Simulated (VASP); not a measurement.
A run of VASP 6.6.1 is set up as follows.

INCAR

```
ALGO     = Normal         # electronic algorithm
DIPOL    = 0.5 0.5 0.500
EDIFF    = 1E-6           # SCF threshold, eV
ENCUT    = 520            # plane-wave cutoff, eV
GGA      = PE             # functional
IDIPOL   = 3            
ISIF     = 2              # what is computed and relaxed
ISMEAR   = 0              # smearing method
IVDW     = 12             # dispersion correction
LASPH    = True           # aspherical terms in the spheres
LCHARG   = False          # write CHGCAR
LDIPOL   = True         
LREAL    = False          # projectors in reciprocal space
LWAVE    = False          # write WAVECAR
NBANDS   = 48             # bands
NELM     = 60             # most SCF steps
PREC     = Accurate       # precision mode
SIGMA    = 0.05           # smearing width, eV
```

KPOINTS

```
k-points
0
Gamma
  9 9 1
```

Contents of POSCAR:

```
InSe
1.0
    4.0363944501      0.0000000000      0.0000000000
   -2.0181972250      3.4956201335      0.0000000000
    0.0000000000      0.0000000000     28.6639201484
Se In
4 4
Direct
    0.0000000000      0.0000000000      0.2612668855
    0.0000000000      0.0000000000      0.4485690403
    0.6666666667      0.3333333333      0.5514408553
    0.6666666667      0.3333333333      0.7386842653
    0.6666666667      0.3333333333      0.3062394883
    0.6666666667      0.3333333333      0.4037251657
    0.3333333333      0.6666666667      0.5962246225
    0.3333333333      0.6666666667      0.6937076394
```

Potentials or basis: VASP PAW PBE potentials, release 64 (Se, In_d).

The run is started by

```sh
$ cat potpaw_PBE.64/Se/POTCAR potpaw_PBE.64/In_d/POTCAR > POTCAR
$ mpirun -np 1 vasp_std > vasp.out
```

Q: What does it give for the largest force?

A: 0.016 eV/Å.

Q: What does it give for the dispersion energy per atom?

A: -0.260 eV.

Forces in eV/Å, atoms in the order of the input:
```
Se   0.000  0.000 -0.016
Se   0.000  0.000  0.014
Se   0.000  0.000 -0.014
Se   0.000  0.000  0.015
In   0.000  0.000  0.013
In   0.000  0.000 -0.015
In   0.000  0.000  0.015
In   0.000  0.000 -0.013
```
